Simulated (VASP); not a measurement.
# Zn2O in VASP: further runs, part 2 of 2

VASP 6.6.1. Earlier steps stand in the parts before.

### Step 3. Single point, PBE

This run uses another cell than the first one, of 13.50 Å³/atom.

File INCAR:

```
SYSTEM = Zn2O
PREC = Accurate
ENCUT = 520
EDIFF = 1E-7
ISMEAR = 0
SIGMA = 0.1
LREAL = .False.
LASPH = .True.
NELM = 100
ALGO = Normal
ISIF = 2
LWAVE = .False.
LCHARG = .False.
GGA = PE
NBANDS = 22
```

File KPOINTS:

```
regular mesh
0
Gamma
  12 12 12
  0 0 0
```

File POSCAR:

```
Zn2O
1.0
    1.5456507749      0.8923818910      4.8939894008
   -1.5456507749      0.8923818910      4.8939894008
    0.0000000000     -1.7847637819      4.8939894008
Zn O
2 1
Direct
    0.5804487691      0.5804487691      0.5804487691
    0.4195512309      0.4195512309      0.4195512309
    0.0000000000      0.0000000000      0.0000000000
```

Potentials or basis: VASP PAW PBE potentials, release 64 (Zn, O).

On the command line:

```bash
$ cat potpaw_PBE.64/Zn/POTCAR potpaw_PBE.64/O/POTCAR > POTCAR
$ mpirun -np 1 vasp_std > vasp.out
```

OUTCAR:

```text
SYSTEM = Zn2O
   PREC = Accurate
   ENCUT = 520
   EDIFF = 1E-7
   ISMEAR = 0
   LREAL = .False.
   LASPH = .True.
   NELM = 100
   ISIF = 2
   GGA = PE

 ion  position               nearest neighbor table
   1  0.580  0.580  0.580-   3 2.19   3 2.19   3 2.19   2 2.36
   2  0.420  0.420  0.420-   3 2.19   3 2.19   3 2.19   1 2.36
   3  0.000  0.000  0.000-   1 2.19   1 2.19   2 2.19   2 2.19   1 2.19   2 2.19

  LATTYP: Found a trigonal (rhomboedric) cell.
 ALAT       =     5.2092719273
 COS(alpha) =     0.8239245972

  Lattice vectors:

 A1 = (   1.5456507749,   0.8923818910,   4.8939894008)
[... 791 lines left out ...]
  Direction    XX          YY          ZZ          XY          YZ          ZX
  --------------------------------------------------------------------------------------
  -------------------------------------------------------------------------------------
  Total        0.0944895      0.0944895      0.1532315      0.0000000      0.0000000      0.0000000
  in kB        3.7378159      3.7378159      6.0615300      0.0000000      0.0000000      0.0000000
  external PRESSURE =       4.5123873 kB  Pullay stress =       0.0000000 kB

 VOLUME and BASIS-vectors are now :
 -----------------------------------------------------------------------------
  energy-cutoff  :      520.00
  volume of cell :       40.50
      direct lattice vectors                 reciprocal lattice vectors
     1.545650775  0.892381891  4.893989401     0.323488338  0.186766079  0.068110759
    -1.545650775  0.892381891  4.893989401    -0.323488338  0.186766079  0.068110759
     0.000000000 -1.784763782  4.893989401     0.000000000 -0.373532158  0.068110759

 POSITION                                       TOTAL-FORCE (eV/Angst)
 -----------------------------------------------------------------------------------
      0.00000      0.00000      8.52213        -0.000000     -0.000000     -0.031937
      0.00000      0.00000      6.15984        -0.000000      0.000000      0.031937
      0.00000      0.00000      0.00000         0.000000      0.000000     -0.000000
 -----------------------------------------------------------------------------------
    total drift:                               -0.000000     -0.000000      0.000000

  FREE ENERGIE OF THE ION-ELECTRON SYSTEM (eV)
  ---------------------------------------------------
  free  energy   TOTEN  =        -9.2919104043 eV

  energy  without entropy=       -9.2896090303  energy(sigma->0) =       -9.29075972
```

OSZICAR:

```text
N       E                     dE             d eps       ncg     rms          rms(c)
DAV:   1     0.177358477346E+03    0.17736E+03   -0.14736E+04  8466   0.201E+03
DAV:   2     0.362296788690E+01   -0.17374E+03   -0.16003E+03  8624   0.351E+02
DAV:   3    -0.108517457938E+02   -0.14475E+02   -0.14284E+02  9672   0.102E+02
DAV:   4    -0.110364558732E+02   -0.18471E+00   -0.18463E+00  8922   0.116E+01
DAV:   5    -0.110369771286E+02   -0.52126E-03   -0.52125E-03  9702   0.667E-01    0.881E+00
DAV:   6    -0.933627585468E+01    0.17007E+01   -0.43393E+00 13056   0.489E+01    0.542E+00
DAV:   7    -0.931865112883E+01    0.17625E-01   -0.13018E+00  9144   0.130E+01    0.312E+00
DAV:   8    -0.930572173843E+01    0.12929E-01   -0.26252E-01  9950   0.433E+00    0.917E-01
DAV:   9    -0.929138855279E+01    0.14333E-01   -0.34735E-02 11048   0.283E+00    0.163E-01
DAV:  10    -0.929188168515E+01   -0.49313E-03   -0.68519E-03  8520   0.623E-01    0.555E-02
DAV:  11    -0.929191293856E+01   -0.31253E-04   -0.92157E-05  9988   0.108E-01    0.137E-02
DAV:  12    -0.929191051691E+01    0.24216E-05   -0.14277E-05  9166   0.635E-02    0.816E-03
DAV:  13    -0.929191074616E+01   -0.22925E-06   -0.74477E-06 11024   0.308E-02    0.583E-03
DAV:  14    -0.929191041828E+01    0.32788E-06   -0.17347E-06 11670   0.250E-02    0.885E-04
DAV:  15    -0.929191040434E+01    0.13943E-07   -0.17501E-07  7190   0.339E-03
   1 F= -.92919104E+01 E0= -.92907597E+01  d E =-.230137E-02
```

stdout:

```text
POSCAR found type information on POSCAR ZnO
 POSCAR found :  2 types and       3 ions
 scaLAPACK will be used
 LDA part: xc-table for (Slater+PW92), standard interpolation
 POSCAR, INCAR and KPOINTS ok, starting setup
 FFT: planning ... GRIDC
 FFT: planning ... GRID_SOFT
 FFT: planning ... GRID
 WAVECAR not read
 entering main loop
```

Wall time 10 min (1 thread of Intel Xeon Platinum 8259CL at 2.50GHz (Skylake/Cascade Lake), shared host); peak memory 0.33 GiB.

What came out:

```
Free energy            : -9.2919 eV
Pressure               : 0.5 GPa
Largest force          : 0.032 eV/Å
Band gap on the k mesh : zero (bands 15 and 16 overlap by 1.28 eV)
```

Forces on the atoms (eV/Å):
```
Zn   0.000  0.000 -0.032
Zn   0.000  0.000  0.032
O    0.000  0.000  0.000
```

Levels at points of the mesh, in eV from the Fermi level:
| k point | band 13 | band 14 | band 15 | band 16 | band 17 | band 18 |
| --- | --- | --- | --- | --- | --- | --- |
| (0.00, 0.00, 0.00) | -4.77 | -2.43 | -2.43 | 2.56 | 3.64 | 12.54 |
| (0.50, 0.00, 0.00) | -3.89 | -2.94 | -0.18 | 0.29 | 3.16 | 6.48 |
| (0.50, 0.50, 0.00) | -4.32 | -3.14 | -1.51 | 2.57 | 3.54 | 6.14 |
| (0.50, 0.50, 0.50) | -2.38 | -2.38 | -1.87 | -1.22 | 8.04 | 10.11 |
